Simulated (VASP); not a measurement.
La3In:

```
La In
1.0
     5.11000    0.00000    0.00000
     0.00000    5.11000    0.00000
     0.00000    0.00000    5.11000
La In
3 1
Direct
  0.00000 0.50000 0.50000
  0.50000 0.00000 0.50000
  0.50000 0.50000 0.00000
  0.00000 0.00000 0.00000
```

| Property | Result |
| --- | --- |
| Program | VASP 6.6.1 |
| Task | relaxation of cell and atoms |
| Functional | PBEsol |
| Potentials or basis | VASP PAW PBE potentials, release 64 (La, In_d) |
| Cutoff | 600 eV |
| k mesh | 12 × 12 × 12 |
| Occupations | gaussian, width 0.1 eV |
| Spin | no spin polarisation |

At the start: pressure -3.1 GPa; volume 33.36 Å³/atom.

Problem. Where does the relaxation end?

Solution. Over 3 steps the energy falls by 28.7 meV/atom and the volume is 30.62 Å³/atom (-8.2 %); space group Pm-3m (No. 221, to 0.1 Å) before and after.

Step by step:
```tsv
step	energy change (eV)	largest force (eV/Å)	pressure (GPa)	volume (Å³)
1	0.0000	0.0000	-3.14	133.43
2	-0.1129	0.0000	0.48	121.20
3	-0.1149	0.0000	0.00	122.50
```

Final structure:
```xyz
4
Lattice="4.9664 0.0000 0.0000 0.0000 4.9664 0.0000 0.0000 0.0000 4.9664" Properties=species:S:1:pos:R:3 pbc="T T T"
La    0.0000    2.4832    2.4832
La    2.4832    0.0000    2.4832
La    2.4832    2.4832    0.0000
In    0.0000    0.0000    0.0000
```

Caveat: the PAW data sets were made with another functional, which shifts forces and pressure a little.
